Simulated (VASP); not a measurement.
## V: single point with PBEsol

V:

```xyz
1
Lattice="-1.6771 1.5174 1.5174 1.5174 -1.6771 1.5174 1.5174 1.5174 -1.6771" Properties=species:S:1:pos:R:3 pbc="T T T"
V     0.0000    0.0000    0.0000
```

This cell differs from its parent crystal: ratio of the length along [111] to the lengths across it x 0.85, volume and fractional coordinates fixed.

```
Program                : VASP 6.6.1
Task                   : single point
Functional             : PBEsol
Potentials or basis    : VASP PAW PBE potentials, release 64 (V_sv)
Cutoff                 : 520 eV
k mesh                 : 24 × 24 × 24
Occupations            : gaussian, width 0.15 eV
Spin                   : no spin polarisation
Dipole correction      : no
Further INCAR settings : ALGO = Fast; EDIFF = 1e-06; NBANDS = 12
```

```yaml
Pressure: -10.8 GPa
Band_gap_on_the_k_mesh: zero (an odd number of electrons rules out a gap without spin polarisation)
```

Stress tensor (GPa, compression positive):
```
-10.80   1.60   1.60
  1.60 -10.80   1.60
  1.60   1.60 -10.80
```

Levels at points of the mesh, in eV from the Fermi level:
| k point | band 4 | band 5 | band 6 | band 7 | band 8 | band 9 | band 10 | band 11 |
| --- | --- | --- | --- | --- | --- | --- | --- | --- |
| (0.00, 0.00, 0.00) | -36.67 | -6.62 | -0.89 | 0.45 | 0.45 | 2.70 | 2.70 | 17.75 |
| (0.50, 0.00, 0.00) | -37.13 | -3.15 | -1.07 | 1.99 | 2.03 | 2.56 | 4.10 | 10.93 |
| (0.50, 0.50, 0.00) | -36.71 | -3.27 | -1.60 | 0.58 | 2.85 | 2.95 | 3.65 | 8.68 |
| (0.50, 0.50, 0.50) | -37.51 | -3.02 | -3.02 | 2.98 | 2.98 | 4.51 | 9.71 | 9.71 |

Wall time 4.4 min on 1 thread of Intel Xeon 8259CL, with other jobs on the host, peak memory 0.31 GiB.

Caveat: the cell stands under tension; the PAW data sets were made with another functional, which shifts forces and pressure a little.
